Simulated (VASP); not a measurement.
Crystal: NaF.

```
Na F
1.0
     3.90675    0.00000    0.00000
    -1.95337    3.38334    0.00000
     0.00000    0.00000    4.59689
Na F
2 2
Direct
  0.33333 0.66667 0.93750
  0.66667 0.33333 0.43750
  0.33333 0.66667 0.43750
  0.66667 0.33333 0.93750
```

This cell differs from its parent crystal: strain +1.0%.

Base run:

```yaml
Program: VASP 6.6.1
Functional: r2SCAN
Potentials_or_basis: VASP PAW PBE potentials, release 64 (Na_pv, F)
Cutoff: 520 eV
k_mesh: 12 × 12 × 6
Occupations: gaussian, width 0.01 eV
Spin: no spin polarisation
```

Its results: band gap on the k mesh 6.26 eV; pressure -1.7 GPa.

The run is repeated on the same cell with these changes: functional from r2SCAN to PBE; occupations from gaussian, width 0.01 eV to fermi-dirac, width 0.02 eV. What comes out?

Band gap on the k mesh 5.58 eV; pressure 1.2 GPa.

Caveats: the structure was generated, so it needn't be the stable form of NaF; the PAW data sets were made with another functional, which shifts forces and pressure a little (at least some runs).

A k mesh can miss the band edges.
